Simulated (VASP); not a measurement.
The system is La2O3.

```
La O
1.0
     6.26678    0.00000    0.00000
    -3.13339    5.42719    0.00000
     0.00000    0.00000    3.29977
La O
2 3
Direct
  0.66667 0.33333 0.50000
  0.33333 0.66667 0.50000
  0.50801 0.00000 0.00000
  0.00000 0.50801 0.00000
  0.49199 0.49199 0.00000
```

* Program: VASP 6.6.1
* Task: relaxation of cell and atoms
* Functional: LDA
* Potentials or basis: VASP PAW LDA potentials, release 64 (La, O)
* Cutoff: 600 eV
* k mesh: 4 × 4 × 6
* Occupations: fermi-dirac, width 0.05 eV
* Spin: no spin polarisation

At the start: pressure -3.4 GPa; volume 22.45 Å³/atom.

Where does the relaxation end?

Over 11 steps the energy falls by 11.3 meV/atom and the volume is 21.84 Å³/atom (-2.7 %); space group P-62m (No. 189, to 0.1 Å) before, P6/mmm (No. 191, to 0.1 Å).

Step by step:
```
step  energy change (eV)  largest force (eV/Å)  pressure (GPa)  volume (Å³)
   1              0.0000                0.0728           -3.37       112.23
   2              0.0377                0.0337            5.51       104.69
   3             -0.0517                0.0566            0.14       108.92
   4             -0.0517                0.0563            0.20       108.85
   5             -0.0528                0.0551            0.04       109.15
   6             -0.0530                0.0542           -0.04       109.31
   7             -0.0535                0.0497           -0.06       109.33
   8             -0.0549                0.0360           -0.11       109.38
   9             -0.0563                0.0146           -0.23       109.48
  10             -0.0565                0.0087            0.16       109.12
  11             -0.0566                0.0102            0.06       109.22
```

Final structure:
```
La O
1.0
     6.24837    0.00000    0.00000
    -3.12419    5.41125    0.00000
     0.00000    0.00000    3.23029
La O
2 3
Direct
  0.66667 0.33333 0.50000
  0.33333 0.66667 0.50000
  0.50133 0.00000 0.00000
  0.00000 0.50133 0.00000
  0.49867 0.49867 0.00000
```
